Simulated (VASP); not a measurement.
Input of a VASP 6.6.1 run:

INCAR

```
  PREC = Accurate
  ENCUT = 520
  EDIFF = 1E-6
  ISMEAR = 0
  SIGMA = 0.1
  LREAL = False
  LASPH = True
  NELM = 150
  ALGO = Normal
  ISIF = 2
  LWAVE = False
  LCHARG = True
  ISPIN = 2
  MAGMOM = 1 0
  LORBIT = 11
  NUPDOWN = 1.0
  LMAXMIX = 4
  GGA = PE
  LELF = True
  LVHAR = True
  NBANDS = 18
```

KPOINTS

```
regular mesh
0
Gamma
  10 10 10
```

File POSCAR:

```
HfC
1.0
    0.0000000000      2.3250000000      2.3250000000
    2.3250000000      0.0000000000      2.3250000000
    2.3250000000      2.3250000000      0.0000000000
Hf C
1 1
Direct
    0.5000000000      0.5000000000      0.5000000000
    0.0000000000      0.0000000000      0.0000000000
```

Potentials or basis: VASP PAW PBE potentials, release 64 (Hf_pv, C).

Run with:

```bash
$ cat potpaw_PBE.64/Hf_pv/POTCAR potpaw_PBE.64/C/POTCAR > POTCAR
$ mpirun -np 1 vasp_std > vasp.out
```

Problem. Estimate the pressure.

Solution. 4.0 GPa.

Caveat: the total moment is fixed, so each spin has its own Fermi level.
